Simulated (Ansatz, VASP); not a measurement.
**As2Se: VASP beside Ansatz**

```xyz
6
Lattice="0.0000 3.9380 3.9380 3.9380 0.0000 3.9380 3.9380 3.9380 0.0000" Properties=species:S:1:pos:R:3 pbc="T T T"
As    4.9224    4.9224    4.9224
As    4.9224    2.9535    2.9535
As    2.9535    2.9535    4.9224
As    2.9535    4.9224    2.9535
Se    0.0000    0.0000    0.0000
Se    1.9690    1.9690    1.9690
```

Change from the starting cell: species swapped into the HoPt2 type (Fd-3m, No. 227).

Alike in both runs: functional PBE; k mesh 8 × 8 × 8; occupations gaussian, width 0.1 eV; no spin polarisation.

Ansatz relaxed the structure, and its values are those at the end. VASP's run is a single point on that final structure, the one shown.

|  | VASP | Ansatz |
| --- | --- | --- |
| version | VASP 6.6.1 | Ansatz 0.2.0 |
| potentials or method | VASP PAW PBE potentials, release 64 (As, Se), cutoff 520 eV | scalar-relativistic, plane waves, PAW |
| valence electrons in the cell | 32 | 92 |

|  | VASP | Ansatz | Ansatz less VASP |
| --- | --- | --- | --- |
| gap on the k mesh at the Fermi level (eV) | none | none | - |
| pressure (GPa) | 0.1 | 0.0 | -0.07 |

A gap of «none» marks a metal or a gap that the smearing closes. VASP's potentials hold 32 valence electrons a cell and Ansatz's 92, so a difference there can come from the potentials and not from the codes.
